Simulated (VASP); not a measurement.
SiO: single point with PBE

The system is SiO.

```xyz
2
Lattice="2.8070 0.0000 0.0000 0.0000 2.8070 0.0000 0.0000 0.0000 2.8350" Properties=species:S:1:pos:R:3 pbc="T T T"
Si    0.0000    0.0000    0.0000
O     1.4035    1.4035    1.4175
```

| Item | Value |
| --- | --- |
| Program | VASP 6.6.1 |
| Task | single point |
| Functional | PBE |
| Potentials or basis | VASP PAW PBE potentials, release 64 (Si, O) |
| Cutoff | 520 eV |
| k mesh | 8 × 8 × 8 |
| Occupations | fermi-dirac, width 0.05 eV |
| Spin | no spin polarisation |

The pressure is -1.9 GPa. The band gap on the k mesh is zero (band 5 reaches 8.21 eV, above the bottom of band 6 at 7.11 eV).

Stress tensor (GPa, compression positive):
```
-1.71  0.00  0.00
 0.00 -1.71  0.00
 0.00  0.00 -2.16
```

Levels at points of the mesh, in eV from the Fermi level:
| k point | band 2 | band 3 | band 4 | band 5 | band 6 | band 7 | band 8 | band 9 |
| --- | --- | --- | --- | --- | --- | --- | --- | --- |
| (0.00, 0.00, 0.00) | -6.97 | -3.34 | -3.20 | -3.20 | 5.94 | 6.04 | 7.93 | 8.10 |
| (0.50, 0.00, 0.00) | -10.37 | -2.53 | -2.43 | -1.07 | 0.91 | 6.53 | 6.84 | 8.48 |
| (0.50, 0.50, 0.00) | -7.05 | -7.05 | -5.10 | -2.01 | 3.84 | 3.84 | 8.18 | 8.85 |
| (0.00, 0.00, 0.50) | -10.47 | -2.45 | -2.45 | -0.94 | 0.91 | 6.74 | 6.74 | 8.45 |
| (0.50, 0.00, 0.50) | -7.09 | -7.08 | -5.26 | -1.95 | 3.87 | 4.00 | 8.37 | 9.06 |
| (0.50, 0.50, 0.50) | -4.93 | -4.93 | -4.91 | -0.95 | -0.83 | -0.83 | -0.70 | 12.50 |

Wall time 8.2 s on 1 thread of Intel Xeon 6975P-C (shared host), peak memory 0.14 GiB.
